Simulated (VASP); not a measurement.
Set up this calculation in VASP 6.6.1, as the native input.

```yaml
Task: single point
Functional: PBE
Potentials_or_basis: VASP PAW PBE potentials, release 64 (Na_pv, Cl)
Cutoff: 520 eV
k_mesh: 6 × 6 × 6
Occupations: gaussian, width 0.02 eV
Spin: no spin polarisation
Dipole_correction: no
Further_INCAR_settings: ALGO = Normal; EDIFF = 1e-06; NBANDS = 14
```

The structure of NaCl lies in POSCAR:

```
NaCl
1.0
    2.0126945388      1.1620297338      3.2928303853
   -2.0126945388      1.1620297338      3.2928303853
    0.0000000000     -2.3240594675      3.2928303853
Na Cl
1 1
Direct
    0.0000000000      0.0000000000      0.0000000000
    0.5000000000      0.5000000000      0.5000000000
```

The input as run:

INCAR

```
SYSTEM = NaCl
ALGO     = Normal         ! electronic algorithm
EDIFF    = 1E-6           ! SCF threshold, eV
ENCUT    = 520            ! plane-wave cutoff, eV
GGA      = PE             ! functional
ISIF     = 2              ! what is computed and relaxed
ISMEAR   = 0              ! smearing method
LASPH    = .TRUE.         ! aspherical terms in the spheres
LCHARG   = .FALSE.        ! write CHGCAR
LREAL    = .FALSE.        ! projectors in reciprocal space
LWAVE    = .FALSE.        ! write WAVECAR
NBANDS   = 14             ! bands
NELM     = 80             ! most SCF steps
PREC     = Accurate       ! precision mode
SIGMA    = 0.02           ! smearing width, eV
```

KPOINTS

```
k-points
0
G
  6 6 6
  0 0 0
```

Potentials or basis: VASP PAW PBE potentials, release 64 (Na_pv, Cl).

Run with:

```sh
$ cat potpaw_PBE.64/Na_pv/POTCAR potpaw_PBE.64/Cl/POTCAR > POTCAR
$ mpirun -np 1 vasp_std > vasp.out
```

Results of the run:

* Pressure: 0.0 GPa
* Band gap on the k mesh: 4.99 eV

Wall time 36 s on 1 thread of Intel Xeon 8259CL, with other jobs on the host, peak memory 0.17 GiB.
